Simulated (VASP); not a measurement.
A run of VASP 6.6.1 is set up as follows.

Contents of INCAR:

```
PREC     = Accurate       # precision mode
ENCUT    = 520            # plane-wave cutoff, eV
EDIFF    = 1E-7           # SCF threshold, eV
ISMEAR   = -1             # smearing method
SIGMA    = 0.02           # smearing width, eV
LREAL    = False          # projectors in reciprocal space
LASPH    = True           # aspherical terms in the spheres
NELM     = 80             # most SCF steps
ALGO     = Normal         # electronic algorithm
ISIF     = 2              # what is computed and relaxed
LWAVE    = False          # write WAVECAR
LCHARG   = False          # write CHGCAR
GGA      = PE             # functional
NBANDS   = 16             # bands
```

File KPOINTS:

```
regular mesh
0
Gamma
  8 8 8
```

POSCAR

```
GaAs
1.0
    0.0000000000      2.8330850955      2.9180776483
    2.8330850955      0.0000000000      2.9180776483
    2.8330850955      2.8330850955      0.0000000000
Ga As
1 1
Direct
    0.0000000000      0.0000000000      0.0000000000
    0.2500000000      0.2500000000      0.2500000000
```

Potentials or basis: VASP PAW PBE potentials, release 64 (Ga_d, As).

Launch:

```console
$ cat potpaw_PBE.64/Ga_d/POTCAR potpaw_PBE.64/As/POTCAR > POTCAR
$ mpirun -np 1 vasp_std > vasp.out
```

Q: Predict the band gap on the k mesh.

A: 0.19 eV, direct.

Q: Predict the pressure.

A: 0.9 GPa.

Stress tensor (GPa, compression positive):
```
 1.50  0.00  0.00
 0.00  1.50  0.00
 0.00  0.00 -0.32
```

Caveat: the cell differs from its parent crystal (uniaxial z strain +3.0%).
